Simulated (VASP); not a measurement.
A run of VASP 6.6.1 is set up as follows.

The input INCAR:

```
ALGO = Normal
EDIFF = 1E-6
ENCUT = 520
GGA = PE
ISIF = 2
ISMEAR = 0
LASPH = True
LCHARG = True
LELF = True
LREAL = False
LVHAR = True
LWAVE = False
NBANDS = 55
NELM = 80
PREC = Accurate
SIGMA = 0.2
```

File KPOINTS:

```
k-points
0
Gamma
  4 4 2
```

POSCAR

```
La4LuF3
1.0
    5.9982916210     -0.0000000035      0.0000000000
   -2.9991458075      5.1946729248      0.0000000000
    0.0000000000      0.0000000000      7.5005203222
La Lu F
4 1 3
Direct
    0.3333333333      0.6666666667      0.7574633018
    0.6666666667      0.3333333333      0.7574633018
    0.6666666667      0.3333333333      0.2425366982
    0.3333333333      0.6666666667      0.2425366982
    0.0000000000      0.0000000000      0.0000000000
    0.5000000000      0.0000000000      0.5000000000
    0.0000000000      0.5000000000      0.5000000000
    0.5000000000      0.5000000000      0.5000000000
```

Potentials or basis: VASP PAW PBE potentials, release 64 (La, Lu, F).

Run with:

```sh
$ cat potpaw_PBE.64/La/POTCAR potpaw_PBE.64/Lu/POTCAR potpaw_PBE.64/F/POTCAR > POTCAR
$ mpirun -np 1 vasp_std > vasp.out
```

Question: What does it give for the band gap on the k mesh?

Answer: Zero (bands 45 and 46 overlap by 0.16 eV).

Question: Predict the pressure.

Answer: -0.3 GPa.

Question: What does it give for the largest force?

Answer: 0.059 eV/Å.

Stress tensor (GPa, compression positive):
```
-0.40  0.00  0.00
 0.00 -0.40  0.00
 0.00  0.00 -0.19
```

Caveat: the k points lie up to 0.42 Å⁻¹ apart; spin-orbit coupling is left out, which moves the levels of the heavy elements.
